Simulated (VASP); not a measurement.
SiB5, 6 atoms in the cell. The structure is hexagonal, space group P6/mmm (No. 191). The conventional cell has a = 3.514 Å, b = 3.514 Å, c = 4.806 Å, α = 90.00°, β = 90.00°, γ = 120.00°. Within 2.7 Å of Si (site symmetry 6/mmm) lie 6 B at 2.03 Å. B (site symmetry mmm) has 4 B at 1.76 Å within 2.3 Å. Within 2.7 Å of B (site symmetry -6m2) lie 9 B at 2.03 to 2.61 Å and 3 Si at 2.03 Å. 

| Property | Result |
| --- | --- |
| Program | VASP 6.6.1 |
| Task | single point |
| Functional | PBE |
| Potentials or basis | VASP PAW PBE potentials, release 64 (Si, B) |
| Cutoff | 500 eV |
| k mesh | 5 × 5 × 4 |
| Occupations | gaussian, width 0.2 eV |
| Spin | no spin polarisation |
| Dipole correction | no |
| Further INCAR settings | ALGO = Normal; EDIFF = 1e-06; NBANDS = 18 |

Potentials or basis: VASP PAW PBE potentials, release 64 (Si, B).

Command:

```bash
$ cat potpaw_PBE.64/Si/POTCAR potpaw_PBE.64/B/POTCAR > POTCAR
$ mpirun -np 1 vasp_std > vasp.out
```

Hardware: 1 thread of Intel(R) Xeon(R) 6975P-C (Granite Rapids) (shared host).

Task: Estimate the wall time of this run.

Result: Wall time 6.8 s on 1 thread of Intel(R) Xeon(R) 6975P-C (Granite Rapids) (shared host), peak memory 0.16 GiB. Counts: scf iterations 13, k points 15.
